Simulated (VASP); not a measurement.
# Ni (P6_3/mmc) in VASP: a series of runs

Runs on Ni. Level: PBE. Tasks: single point.

Program: VASP 6.6.1. These are calculated values, not measurements. Logs are shortened: lines on timing, memory, paths and dates and some standing lists are left out, and cuts for length are marked.

## (1) The cell of the first run

The structure is hexagonal, space group P6_3/mmc (No. 194). Conventional cell: a = 2.448 Å, b = 2.448 Å, c = 4.073 Å, α = 90.00°, β = 90.00°, γ = 120.00°. Ni (site symmetry -6m2) has 12 Ni at 2.45 to 2.48 Å within 3.2 Å.

## (2) Single point, PBE, collinear spin, ferromagnetic start

Input file INCAR:

```
  ALGO = Normal
  EDIFF = 1E-6
  ENCUT = 520
  GGA = PE
  ISIF = 2
  ISMEAR = 0
  ISPIN = 2
  LASPH = T
  LCHARG = F
  LMAXMIX = 4
  LORBIT = 11
  LREAL = F
  LWAVE = F
  MAGMOM = 1 1
  NBANDS = 21
  NELM = 150
  PREC = Accurate
  SIGMA = 0.018000000000000002
```

Input file KPOINTS:

```
k-points
0
Gamma
  12 12 7
```

Input file POSCAR:

```
Ni
1.0
    2.4480228978      0.0000000000      0.0000000000
   -1.2240114489      2.1200500186      0.0000000000
    0.0000000000      0.0000000000      4.0728075700
Ni
2
Direct
    0.6666666667      0.3333333333      0.7500000000
    0.3333333333      0.6666666667      0.2500000000
```

Potentials or basis: VASP PAW PBE potentials, release 64 (Ni).

On the command line:

```
> cat potpaw_PBE.64/Ni/POTCAR > POTCAR
> mpirun -np 1 vasp_std > vasp.out
```

OUTCAR:

```text
EDIFF = 1E-6
   ENCUT = 520
   GGA = PE
   ISIF = 2
   ISMEAR = 0
   ISPIN = 2
   LASPH = T
   LORBIT = 11
   LREAL = F
   NELM = 150
   PREC = Accurate

 ion  position               nearest neighbor table
   1  0.667  0.333  0.750-   2 2.48   2 2.48   2 2.48   2 2.48   2 2.48   2 2.48
   2  0.333  0.667  0.250-   1 2.48   1 2.48   1 2.48   1 2.48   1 2.48   1 2.48

  LATTYP: Found a hexagonal cell.
 ALAT       =     2.4480228978
 C/A-ratio  =     1.6637130207

  Lattice vectors:

 A1 = (   2.4480228978,   0.0000000000,   0.0000000000)
 A2 = (  -1.2240114489,   2.1200500186,   0.0000000000)
 A3 = (   0.0000000000,   0.0000000000,   4.0728075700)

Analysis of symmetry for initial positions (statically):
=====================================================================
 Subroutine PRICEL returns:
 Original cell was already a primitive cell.

 Routine SETGRP: Setting up the symmetry group for a
 hexagonal supercell.

 Subroutine GETGRP returns: Found 24 space group operations
 (whereof 12 operations were pure point group operations)
 out of a pool of 24 trial point group operations.

The static configuration has the point symmetry D_3d.
 The point group associated with its full space group is D_6h.

Analysis of symmetry for dynamics (positions and initial velocities):
=====================================================================
 Subroutine PRICEL returns:
 Original cell was already a primitive cell.

 Routine SETGRP: Setting up the symmetry group for a
 hexagonal supercell.

 Subroutine GETGRP returns: Found 24 space group operations
 (whereof 12 operations were pure point group operations)
 out of a pool of 24 trial point group operations.

The dynamic configuration has the point symmetry D_3d.
 The point group associated with its full space group is D_6h.

Analysis of structural, dynamic, and magnetic symmetry:
=====================================================================
 Subroutine PRICEL returns:
 Original cell was already a primitive cell.

 Routine SETGRP: Setting up the symmetry group for a
 hexagonal supercell.

 Subroutine GETGRP returns: Found 24 space group operations
 (whereof 12 operations were pure point group operations)
 out of a pool of 24 trial point group operations.

The overall configuration has the point symmetry D_3d.
 The point group associated with its full space group is D_6h.

 Subroutine INISYM returns: Found 24 space group operations
 (whereof 12 operations are pure point group operations),
 and found     1 'primitive' translations

----------------------------------------------------------------------------------------

                                     Primitive cell

  volume of cell :      21.1376

  direct lattice vectors                    reciprocal lattice vectors
     2.448022898  0.000000000  0.000000000     0.408492911  0.235843492  0.000000000
    -1.224011449  2.120050019  0.000000000     0.000000000  0.471686984  0.000000000
     0.000000000  0.000000000  4.072807570     0.000000000  0.000000000  0.245530873

  length of vectors
     2.448022898  2.448022898  4.072807570     0.471686984  0.471686984  0.245530873

  position of ions in fractional coordinates (direct lattice)
     0.666666667  0.333333333  0.750000000
     0.333333333  0.666666667  0.250000000

  ion indices of the primitive-cell ions
   primitive index   ion index
                 1           1
                 2           2

----------------------------------------------------------------------------------------

 KPOINTS: k-points

Automatic generation of k-mesh.
 Grid dimensions read from file:
 generate k-points for:   12   12    7

 Generating k-lattice:

  Cartesian coordinates                     Fractional coordinates (reciprocal lattice)
     0.034041076  0.019653624  0.000000000     0.083333333 -0.000000000  0.000000000
     0.000000000  0.039307249  0.000000000     0.000000000  0.083333333  0.000000000
     0.000000000  0.000000000  0.035075839     0.000000000  0.000000000  0.142857143

  Length of vectors
     0.039307249  0.039307249  0.035075839

  Shift w.r.t. Gamma in fractional coordinates (k-lattice)
     0.000000000  0.000000000  0.000000000

 Subroutine IBZKPT returns following result:
 ===========================================

 Found     76 irreducible k-points:

 Following reciprocal coordinates:
            Coordinates               Weight
  0.000000  0.000000  0.000000      1.000000
  0.083333  0.000000  0.000000      6.000000
  0.166667 -0.000000  0.000000      6.000000
  0.250000 -0.000000  0.000000      6.000000
  0.333333  0.000000  0.000000      6.000000
  0.416667 -0.000000  0.000000      6.000000
[... 16 lines left out ...]
  0.250000 -0.000000  0.142857     12.000000
  0.333333  0.000000  0.142857     12.000000
 [... further k-points ...]
   k-points           NKPTS =     76   k-points in BZ     NKDIM =     76   number of bands    NBANDS=     21
   number of dos      NEDOS =    301   number of ions     NIONS =      2
   total plane-waves  NPLWV =   9720
   dimension x,y,z NGX =    18 NGY =   18 NGZ =   30
   dimension x,y,z NGXF=    36 NGYF=   36 NGZF=   60
   ions per type =               2
   NGX,Y,Z   is equivalent  to a cutoff of  12.22, 12.22, 12.25 a.u.
   NGXF,Y,Z  is equivalent  to a cutoff of  24.45, 24.45, 24.49 a.u.
 SYSTEM =  unknown system
   PREC   = accura    normal or accurate (medium, high low for compatibility)
   ISTART =      0    job   : 0-new  1-cont  2-samecut
   ICHARG =      2    charge: 1-file 2-atom 10-const
   ISPIN  =      2    spin polarized calculation?
   LNONCOLLINEAR =      F non collinear calculations
   LSORBIT =      F    spin-orbit coupling
   LASPH  =      T    aspherical Exc in radial PAW
   ENCUT  =  520.0 eV  38.22 Ry    6.18 a.u.   4.55  4.55  7.57*2*pi/ulx,y,z
   NELM   =    150;   NELMIN=  2; NELMDL= -5     # of ELM steps
   EDIFF  = 0.1E-05   stopping-criterion for ELM
   LREAL  =      F    real-space projection
   EDIFFG = 0.1E-04   stopping-criterion for IOM
   NSW    =      0    number of steps for IOM
   IBRION =     -1    ionic relax: 0-MD 1-quasi-New 2-CG
   NFREE  =      0    steps in history (QN), initial steepest desc. (CG)
   ISIF   =      2    stress and relaxation
   ISYM   =      2    0-nonsym 1-usesym 2-fastsym
   POTIM  = 0.5000    time-step for ionic-motion
   TEBEG  =    0.0;   TEEND  =   0.0 temperature during run
   PSTRESS=    0.0 pullay stress
   NELECT =      20.0000    total number of electrons
   NUPDOWN=      -1.0000    fix difference up-down
   EMIN   =  10.00;   EMAX   =-10.00  energy-range for DOS
   EFERMI =   0.00;   METHOD = LEGACY
   ISMEAR =     0;   SIGMA  =   0.02  broadening in eV -4-tet -1-fermi 0-gaus
   EFERMI_NEDOS =   21; number of points for ismear=-14 and -15
   IALGO  =     38    algorithm
   IMIX   =      4    mixing-type and parameters
     AMIX     =   0.40;   BMIX     =  1.00
     AMIX_MAG =   1.60;   BMIX_MAG =  1.00
  volume/ion in A,a.u.               =      10.57        71.32
  Fermi-wavevector in a.u.,A,eV,Ry     =   1.607187  3.037143 35.144518  2.583049
  Thomas-Fermi vector in A             =   2.703255
   LORBIT       =     11    0 simple, 1 ext, 2 COOP (PROOUT), +10 PAW based schemes
   GGA     = PE    functional components
   LHFCALC =     F    Hartree Fock is set to
   AEXX    =    0.0000 exact exchange contribution
   IVDW    =     0    specifies the selected vdW correction
   LEPSILON=     F    determine dielectric tensor
   LRPA    =     F    only Hartree local field effects (RPA)
 spin polarized calculation
 Gauss-broadening in eV      SIGMA  =   0.02
  energy-cutoff  :      520.00
  volume of cell :       21.14
 maximum number of plane-waves:       586
   NGX =  9   NGY =  9   NGZ = 15

 number of electron      19.9999995 magnetization       1.2668499

 Free energy of the ion-electron system (eV)
  ---------------------------------------------------
  ext. energy  EPLUGINS =         0.00000000
  ---------------------------------------------------
  free energy    TOTEN  =       -10.86761759 eV

  energy without entropy =      -10.86683095  energy(sigma->0) =      -10.86722427

 E-fermi :   9.8225     XC(G=0): -13.4262

 val. band max:        9.8213866214   @ k =   0.3333   0.0833   0.1429
 cond. band min:       9.8225845870   @ k =   0.5000  -0.0000   0.4286
 fundamental gap:      0.0011979656
 Fermi energy:         9.8225294397

 spin component 1

 k-point     1 :       0.0000    0.0000    0.0000
  band No.  band energies     occupation
      1       0.5768      1.00000
      2       4.7775      1.00000
      3       7.2177      1.00000
      4       7.3848      1.00000
      5       7.3848      1.00000
      6       7.6482      1.00000
[... 13 lines left out ...]
     20      36.5503      0.00000
     21      40.4675      0.00000

 k-point     2 :       0.0833    0.0000    0.0000
  band No.  band energies     occupation
      1       0.8263      1.00000
      2       4.9331      1.00000
      3       7.1146      1.00000
      4       7.4577      1.00000
      5       7.4942      1.00000
      6       7.5949      1.00000
[... 13 lines left out ...]
     20      39.0250      0.00000
     21      39.5388      0.00000

 k-point     3 :       0.1667   -0.0000    0.0000
  band No.  band energies     occupation
      1       1.5518      1.00000
      2       5.3238      1.00000
      3       6.8901      1.00000
      4       7.1138      1.00000
      5       7.3976      1.00000
      6       7.7306      1.00000
[... 13 lines left out ...]
     20      38.7641      0.00000
     21      39.1358      0.00000
[... 457 lines left out ...]
 k-point    23 :       0.2500   -0.0000    0.1429
  band No.  band energies     occupation
      1       2.8279      1.00000
      2       5.6581      1.00000
      3       6.3296      1.00000
      4       6.7862      1.00000
      5       7.1903      1.00000
      6       7.7519      1.00000
[... 13 lines left out ...]
     20      36.2756      0.00000
     21      37.2363      0.00000

 k-point    24 :       0.3333    0.0000    0.1429
  band No.  band energies     occupation
      1       4.0318      1.00000
      2       5.6179      1.00000
      3       5.9844      1.00000
      4       6.7315      1.00000
      5       7.3507      1.00000
      6       7.6306      1.00000
[... 13 lines left out ...]
     20      34.8861      0.00000
     21      37.9676      0.00000

 [... further k-points ...]

 spin component 2

 k-point     1 :       0.0000    0.0000    0.0000
  band No.  band energies     occupation
      1       0.5491      1.00000
      2       5.1939      1.00000
      3       7.9541      1.00000
      4       8.0764      1.00000
      5       8.0764      1.00000
      6       8.3586      1.00000
[... 13 lines left out ...]
     20      36.6362      0.00000
     21      40.5570      0.00000

 k-point     2 :       0.0833    0.0000    0.0000
  band No.  band energies     occupation
      1       0.7989      1.00000
      2       5.3600      1.00000
      3       7.8126      1.00000
      4       8.1793      1.00000
      5       8.1905      1.00000
      6       8.3005      1.00000
[... 13 lines left out ...]
     20      39.1067      0.00000
     21      39.6207      0.00000

 k-point     3 :       0.1667   -0.0000    0.0000
  band No.  band energies     occupation
      1       1.5273      1.00000
      2       5.7839      1.00000
      3       7.4956      1.00000
      4       7.5470      1.00000
      5       8.0881      1.00000
      6       8.4696      1.00000
[... 13 lines left out ...]
     20      38.7866      0.00000
     21      39.2120      0.00000
[... 457 lines left out ...]
 k-point    23 :       0.2500   -0.0000    0.1429
  band No.  band energies     occupation
      1       2.8231      1.00000
      2       6.1158      1.00000
      3       6.7623      1.00000
      4       7.3782      1.00000
      5       7.8614      1.00000
      6       8.3529      1.00000
[... 13 lines left out ...]
     20      36.3654      0.00000
     21      37.3038      0.00000

 k-point    24 :       0.3333    0.0000    0.1429
  band No.  band energies     occupation
      1       4.1079      1.00000
      2       6.1120      1.00000
      3       6.4419      1.00000
      4       7.2780      1.00000
      5       8.0025      1.00000
      6       8.2477      1.00000
[... 13 lines left out ...]
     20      34.9805      0.00000
     21      38.0252      0.00000

 [... further k-points ...]
[... 5 lines left out ...]
  --------------------------------------------------------------------------------------
  -------------------------------------------------------------------------------------
  Total        1.0597774      1.0597774      0.5991926      0.0000000      0.0000000      0.0000000
  in kB       80.3285220     80.3285220     45.4173210      0.0000000      0.0000000      0.0000000
  external PRESSURE =      68.6914550 kB  Pullay stress =       0.0000000 kB

 VOLUME and BASIS-vectors are now :
 -----------------------------------------------------------------------------
  energy-cutoff  :      520.00
  volume of cell :       21.14
      direct lattice vectors                 reciprocal lattice vectors
     2.448022898  0.000000000  0.000000000     0.408492911  0.235843492  0.000000000
    -1.224011449  2.120050019  0.000000000     0.000000000  0.471686984  0.000000000
     0.000000000  0.000000000  4.072807570     0.000000000  0.000000000  0.245530873

 POSITION                                       TOTAL-FORCE (eV/Angst)
 -----------------------------------------------------------------------------------
      1.22401      0.70668      3.05461        -0.000000      0.000000      0.000000
     -0.00000      1.41337      1.01820         0.000000      0.000000      0.000000
 -----------------------------------------------------------------------------------
    total drift:                               -0.000000      0.000000     -0.000000

  FREE ENERGIE OF THE ION-ELECTRON SYSTEM (eV)
  ---------------------------------------------------
  free  energy   TOTEN  =       -10.8676175862 eV

  energy  without entropy=      -10.8668309491  energy(sigma->0) =      -10.86722427

 total charge

# of ion       s       p       d       tot
------------------------------------------
    1        0.509   0.524   8.331   9.364
    2        0.509   0.524   8.331   9.364
--------------------------------------------------
tot          1.019   1.048  16.662  18.728

 magnetization (x)

# of ion       s       p       d       tot
------------------------------------------
    1       -0.005  -0.025   0.672   0.642
    2       -0.005  -0.025   0.672   0.642
--------------------------------------------------
tot         -0.009  -0.050   1.344   1.285
```

It took 25 s on 1 thread of Intel Xeon 6975P-C (Granite Rapids), shared host; peak memory 0.16 GiB.

What came out:

```yaml
Free_energy: -10.8676 eV
Pressure: 6.9 GPa
Net_moment: 1.27 μB per cell
Site_moments: Ni +0.64 μB
Valence_electrons_inside_the_program's_atomic_spheres: Ni 9.36
```

Stress tensor (GPa, compression positive):
```
8.03 0.00 0.00
0.00 8.03 0.00
0.00 0.00 4.54
```

## (3) Single point, PBE, collinear spin, ferromagnetic start

Input file INCAR:

```
SYSTEM = Ni
ALGO = Normal
EDIFF = 1E-7
ENCUT = 520
GGA = PE
ISIF = 2
ISMEAR = 0
ISPIN = 2
LASPH = .True.
LCHARG = .True.
LELF = .True.
LMAXMIX = 4
LORBIT = 11
LREAL = .False.
LVHAR = .True.
LWAVE = .False.
MAGMOM = 1 1
NBANDS = 21
NELM = 150
PREC = Accurate
SIGMA = 0.019000000000000003
```

Input file KPOINTS:

```
k-points
0
Gamma
  12 12 7
  0 0 0
```

POSCAR is that of step 2.

Potentials or basis: VASP PAW PBE potentials, release 64 (Ni).

On the command line:

```
> cat potpaw_PBE.64/Ni/POTCAR > POTCAR
> mpirun -np 1 vasp_std > vasp.out
```

Run time: 31 s. Hardware: 1 thread of Intel Xeon 6975P-C (Granite Rapids), shared host; peak memory 0.16 GiB.

The run converged. Its results:

```yaml
Free_energy: -10.8677 eV
Pressure: 6.9 GPa
Net_moment: 1.27 μB per cell
Site_moments: Ni +0.64 μB
Valence_electrons_inside_the_program's_atomic_spheres: Ni 9.36
```

Stress tensor (GPa, compression positive):
```
8.08 0.00 0.00
0.00 8.08 0.00
0.00 0.00 4.60
```

Levels at points of the mesh, in eV from the Fermi level:
Spin up:
```tsv
k point	band 8	band 9	band 10	band 11	band 12	band 13	band 14	band 15
(0.00, 0.00, 0.00)	-1.65	-1.65	-0.72	-0.72	-0.57	5.58	23.05	25.30
(0.50, 0.00, 0.00)	-0.61	-0.56	-0.49	1.20	3.16	9.41	9.97	12.52
```
Spin down:
```csv
k point,band 8,band 9,band 10,band 11,band 12,band 13
"(0.00, 0.00, 0.00)",-1.00,-1.00,-0.62,-0.03,-0.03,6.01
"(0.50, 0.00, 0.00)",0.14,0.18,0.30,1.69,3.55,9.52
```
